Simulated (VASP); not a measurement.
# SiNi (Pmmn) in VASP: electric field gradients with PBE

Aim: the electric field gradients of SiNi with PBE.

Program: VASP 6.6.1. These are calculated values, not measurements. Logs are shortened: lines on timing, memory, paths and dates and some standing lists are left out, and cuts for length are marked.

### Step 1. The cell of the first run

It takes space group Pmmn (No. 59, orthorhombic). The conventional cell has a = 3.086 Å, b = 3.338 Å, c = 4.790 Å, α = 90.00°, β = 90.00°, γ = 90.00°. Si (site symmetry mm2) has 6 Ni at 2.39 to 2.44 Å and 6 Si at 2.73 to 3.09 Å within 3.2 Å. Ni (site symmetry mm2) has 6 Si at 2.39 to 2.44 Å and 6 Ni at 2.72 to 3.09 Å within 3.2 Å.

### Step 2. Electric field gradients, PBE, collinear spin, ferromagnetic start (12.33 Å³/atom)

INCAR

```
PREC = Accurate ; ENCUT = 520
EDIFF = 1E-8 ; ISMEAR = -1
SIGMA = 0.05 ; LREAL = F
LASPH = T ; NELM = 150
ALGO = Normal ; ISIF = 2
LWAVE = F ; LCHARG = F
ISPIN = 2 ; MAGMOM = 0 0 1.5 1.5
LORBIT = 11 ; LMAXMIX = 4
GGA = PE ; LEFG = T
NBANDS = 26
```

KPOINTS

```
regular mesh
0
Gamma
  11 10 7
```

POSCAR

```
SiNi
1.0
    3.0859805606      0.0000000000      0.0000000000
    0.0000000000      3.3377025742      0.0000000000
    0.0000000000      0.0000000000      4.7898963327
Si Ni
2 2
Direct
    0.5000000000      0.5000000000      0.8423000000
    0.0000000000      0.0000000000      0.1577000000
    0.5000000000      0.5000000000      0.3442200000
    0.0000000000      0.0000000000      0.6557800000
```

Potentials or basis: VASP PAW PBE potentials, release 64 (Si, Ni).

The run is started by

```
$ cat potpaw_PBE.64/Si/POTCAR potpaw_PBE.64/Ni/POTCAR > POTCAR
$ mpirun -np 1 vasp_std > vasp.out
```

OUTCAR:

```text
PREC = Accurate
   ENCUT = 520
   EDIFF = 1E-8
   ISMEAR = -1
   LREAL = F
   LASPH = T
   NELM = 150
   ISIF = 2
   ISPIN = 2
   LORBIT = 11
   GGA = PE

 ion  position               nearest neighbor table
   1  0.500  0.500  0.842-   3 2.39   3 2.40   4 2.44   4 2.44   4 2.44   4 2.44   2 2.73   2 2.73
                             2 2.73   2 2.73
   2  0.000  0.000  0.158-   4 2.39   4 2.40   3 2.44   3 2.44   3 2.44   3 2.44   1 2.73   1 2.73
                             1 2.73   1 2.73
   3  0.500  0.500  0.344-   1 2.39   1 2.40   2 2.44   2 2.44   2 2.44   2 2.44   4 2.72   4 2.72
                             4 2.72   4 2.72
   4  0.000  0.000  0.656-   2 2.39   2 2.40   1 2.44   1 2.44   1 2.44   1 2.44   3 2.72   3 2.72
                             3 2.72   3 2.72

  LATTYP: Found a simple orthorhombic cell.
 ALAT       =     3.0859805606
 B/A-ratio  =     1.0815695396
 C/A-ratio  =     1.5521472798

  Lattice vectors:

 A1 = (   3.0859805606,   0.0000000000,   0.0000000000)
 A2 = (   0.0000000000,   3.3377025742,   0.0000000000)
 A3 = (   0.0000000000,   0.0000000000,   4.7898963327)

Analysis of symmetry for initial positions (statically):
=====================================================================
 Subroutine PRICEL returns:
 Original cell was already a primitive cell.

 Routine SETGRP: Setting up the symmetry group for a
 simple orthorhombic supercell.

 Subroutine GETGRP returns: Found  8 space group operations
 (whereof  4 operations were pure point group operations)
 out of a pool of  8 trial point group operations.

The static configuration has the point symmetry C_2v.
 The point group associated with its full space group is D_2h.

Analysis of symmetry for dynamics (positions and initial velocities):
=====================================================================
 Subroutine PRICEL returns:
 Original cell was already a primitive cell.

 Routine SETGRP: Setting up the symmetry group for a
 simple orthorhombic supercell.

 Subroutine GETGRP returns: Found  8 space group operations
 (whereof  4 operations were pure point group operations)
 out of a pool of  8 trial point group operations.

The dynamic configuration has the point symmetry C_2v.
 The point group associated with its full space group is D_2h.

Analysis of structural, dynamic, and magnetic symmetry:
=====================================================================
 Subroutine PRICEL returns:
 Original cell was already a primitive cell.

 Routine SETGRP: Setting up the symmetry group for a
 simple orthorhombic supercell.

 Subroutine GETGRP returns: Found  8 space group operations
 (whereof  4 operations were pure point group operations)
 out of a pool of  8 trial point group operations.

The overall configuration has the point symmetry C_2v.
 The point group associated with its full space group is D_2h.

 Subroutine INISYM returns: Found  8 space group operations
 (whereof  4 operations are pure point group operations),
 and found     1 'primitive' translations

----------------------------------------------------------------------------------------

                                     Primitive cell

  volume of cell :      49.3363

  direct lattice vectors                    reciprocal lattice vectors
     3.085980561  0.000000000  0.000000000     0.324046111  0.000000000  0.000000000
     0.000000000  3.337702574  0.000000000     0.000000000  0.299607283  0.000000000
     0.000000000  0.000000000  4.789896333     0.000000000  0.000000000  0.208772786

  length of vectors
     3.085980561  3.337702574  4.789896333     0.324046111  0.299607283  0.208772786

  position of ions in fractional coordinates (direct lattice)
     0.500000000  0.500000000  0.842300000
     0.000000000  0.000000000  0.157700000
     0.500000000  0.500000000  0.344220000
     0.000000000  0.000000000  0.655780000

  ion indices of the primitive-cell ions
   primitive index   ion index
[... 92 lines left out ...]
   EFERMI_NEDOS =   21; number of points for ismear=-14 and -15
   IALGO  =     38    algorithm
   IMIX   =      4    mixing-type and parameters
     AMIX     =   0.40;   BMIX     =  1.00
     AMIX_MAG =   1.60;   BMIX_MAG =  1.00
  volume/ion in A,a.u.               =      12.33        83.23
  Fermi-wavevector in a.u.,A,eV,Ry     =   1.355414  2.561360 24.995892  1.837146
  Thomas-Fermi vector in A             =   2.482503
   LORBIT       =     11    0 simple, 1 ext, 2 COOP (PROOUT), +10 PAW based schemes
   GGA     = PE    functional components
   LHFCALC =     F    Hartree Fock is set to
   AEXX    =    0.0000 exact exchange contribution
   IVDW    =     0    specifies the selected vdW correction
   LEPSILON=     F    determine dielectric tensor
   LRPA    =     F    only Hartree local field effects (RPA)
 spin polarized calculation
  energy-cutoff  :      520.00
  volume of cell :       49.34
 maximum number of plane-waves:      1344
 NGX is ok and might be reduce to    24
   NGX = 11   NGY = 13   NGZ = 17

 number of electron      28.0000017 magnetization       0.0000728

 number of electron      28.0000017 magnetization      -0.0000062

 Free energy of the ion-electron system (eV)
  ---------------------------------------------------
  ext. energy  EPLUGINS =         0.00000000
  ---------------------------------------------------
  free energy    TOTEN  =       -23.53896187 eV

  energy without entropy =      -23.52689124  energy(sigma->0) =      -23.53292656

 E-fermi :  10.3659     XC(G=0): -12.1692

 val. band max:       10.3655202833   @ k =   0.3636   0.5000   0.4286
 cond. band min:      10.3671593732   @ k =   0.2727   0.1000   0.4286
 fundamental gap:      0.0016390900
 Fermi energy:        10.3659450579

 spin component 1

 k-point     1 :       0.0000    0.0000    0.0000
  band No.  band energies     occupation
      1      -2.8949      1.00000
      2       2.6144      1.00000
      3       4.3283      1.00000
      4       6.6433      1.00000
      5       7.1458      1.00000
      6       7.6660      1.00000
[... 685 lines left out ...]
     25      25.6750      0.00000
     26      26.2884      0.00000

 [... further k-points ...]

 spin component 2

 k-point     1 :       0.0000    0.0000    0.0000
  band No.  band energies     occupation
      1      -2.8949      1.00000
      2       2.6144      1.00000
      3       4.3283      1.00000
      4       6.6433      1.00000
      5       7.1458      1.00000
      6       7.6660      1.00000
[... 685 lines left out ...]
     25      25.6750      0.00000
     26      26.2884      0.00000

 [... further k-points ...]

------------------------ aborting loop because EDIFF is reached ----------------------------------------

  FORCE on cell =-STRESS in cart. coord.  units (eV):
  Direction    XX          YY          ZZ          XY          YZ          ZX
  --------------------------------------------------------------------------------------
  -------------------------------------------------------------------------------------
  Total       -2.2372630     -2.5119594     -2.9357702      0.0000000      0.0000000      0.0000000
  in kB      -72.6541933    -81.5748455    -95.3379260      0.0000000      0.0000000      0.0000000
  external PRESSURE =     -83.1889883 kB  Pullay stress =       0.0000000 kB

 VOLUME and BASIS-vectors are now :
 -----------------------------------------------------------------------------
  energy-cutoff  :      520.00
  volume of cell :       49.34
      direct lattice vectors                 reciprocal lattice vectors
     3.085980561  0.000000000  0.000000000     0.324046111  0.000000000  0.000000000
     0.000000000  3.337702574  0.000000000     0.000000000  0.299607283  0.000000000
     0.000000000  0.000000000  4.789896333     0.000000000  0.000000000  0.208772786

 POSITION                                       TOTAL-FORCE (eV/Angst)
 -----------------------------------------------------------------------------------
      1.54299      1.66885      4.03453         0.000000      0.000000     -0.020425
      0.00000      0.00000      0.75537         0.000000      0.000000      0.020425
      1.54299      1.66885      1.64878         0.000000      0.000000     -0.241938
      0.00000      0.00000      3.14112         0.000000      0.000000      0.241938
 -----------------------------------------------------------------------------------
    total drift:                                0.000000      0.000000      0.000000

  FREE ENERGIE OF THE ION-ELECTRON SYSTEM (eV)
  ---------------------------------------------------
  free  energy   TOTEN  =       -23.5389618689 eV

  energy  without entropy=      -23.5268912447  energy(sigma->0) =      -23.53292656

 Electric field gradients (V/A^2)
---------------------------------------------------------------------
 ion       V_xx      V_yy      V_zz      V_xy      V_xz      V_yz
---------------------------------------------------------------------
   1      23.992     8.853   -32.845     0.000     0.000     0.000
   2      23.992     8.853   -32.845    -0.000    -0.000    -0.000
   3       2.809     7.141    -9.950    -0.000    -0.000    -0.000
   4       2.809     7.141    -9.950    -0.000    -0.000     0.000
---------------------------------------------------------------------

 Electric field gradients after diagonalization (V/A^2)
 (convention: |V_zz| > |V_xx| > |V_yy|)
----------------------------------------------------------------------
 ion       V_xx      V_yy      V_zz     asymmetry (V_yy - V_xx)/ V_zz
----------------------------------------------------------------------
   1      23.992     8.853   -32.845       0.461
   2      23.992     8.853   -32.845       0.461
   3       7.141     2.809    -9.950       0.435
   4       7.141     2.809    -9.950       0.435
----------------------------------------------------------------------

           NMR quadrupolar parameters

 Cq : quadrupolar parameter    Cq=e*Q*V_zz/h
 eta: asymmetry parameters     (V_yy - V_xx)/ V_zz
 Q  : nuclear electric quadrupole moment in mb (millibarn)
----------------------------------------------------------------------
 ion       Cq(MHz)       eta       Q (mb)
----------------------------------------------------------------------
   1      -0.079       0.461       1.000
   2      -0.079       0.461       1.000
   3      -0.024       0.435       1.000
   4      -0.024       0.435       1.000
----------------------------------------------------------------------

 total charge

# of ion       s       p       d       tot
------------------------------------------
    1        0.753   0.815   0.000   1.568
    2        0.753   0.815   0.000   1.568
    3        0.448   0.537   8.430   9.415
    4        0.448   0.537   8.430   9.415
--------------------------------------------------
tot          2.401   2.705  16.860  21.966

 magnetization (x)

# of ion       s       p       d       tot
------------------------------------------
    1       -0.000  -0.000   0.000  -0.000
    2       -0.000  -0.000   0.000  -0.000
    3        0.000   0.000  -0.000  -0.000
    4        0.000   0.000  -0.000  -0.000
--------------------------------------------------
tot         -0.000   0.000  -0.000  -0.000
```

It took 3.2 min on 1 thread of Intel Xeon Platinum 8488C (Sapphire Rapids), shared host; peak memory 0.37 GiB.

Results:

```
Free energy                                           : -23.5390 eV
Pressure                                              : -8.3 GPa
Largest force                                         : 0.242 eV/Å
Band gap on the k mesh                                : zero (filled and empty bands overlap)
Net moment                                            : 0.00 μB per cell
Largest electric field gradient by atom               : Si -32.8; Ni -9.9 V/Å²
Valence electrons inside the program's atomic spheres : Si 1.57; Ni 9.41
```

Forces in eV/Å, atoms in the order of the input:
```
Si   0.000  0.000 -0.020
Si   0.000  0.000  0.020
Ni   0.000  0.000 -0.242
Ni   0.000  0.000  0.242
```

Levels at points of the mesh, in eV from the Fermi level:
Spin up:
```
           k point  band 12  band 13  band 14  band 15  band 16  band 17
(0.00, 0.00, 0.00)    -1.76    -1.76    -0.95     0.78     2.68     5.03
(0.00, 0.50, 0.00)    -2.01    -1.86    -1.86     1.15     1.15     4.40
```
Spin down:
| k point | band 11 | band 12 | band 13 | band 14 | band 15 | band 16 | band 17 | band 18 |
| --- | --- | --- | --- | --- | --- | --- | --- | --- |
| (0.00, 0.00, 0.00) | -2.09 | -1.76 | -1.76 | -0.95 | 0.78 | 2.68 | 5.03 | 5.10 |
| (0.00, 0.50, 0.00) | -2.01 | -2.01 | -1.86 | -1.86 | 1.15 | 1.15 | 4.40 | 4.40 |

Electric field gradients, principal values (V/Å²):
| atom | least | middle | greatest (by size) |
| --- | --- | --- | --- |
| 1 Si | 8.853 | 23.992 | -32.845 |
| 2 Si | 8.853 | 23.992 | -32.845 |
| 3 Ni | 2.809 | 7.141 | -9.950 |
| 4 Ni | 2.809 | 7.141 | -9.950 |

Caveat: the cell stands under tension; the moments typed at the start vanished in this run; without QUAD_EFG the Cq values of the log hold for a quadrupole moment of 1 mb, not for the nuclei.
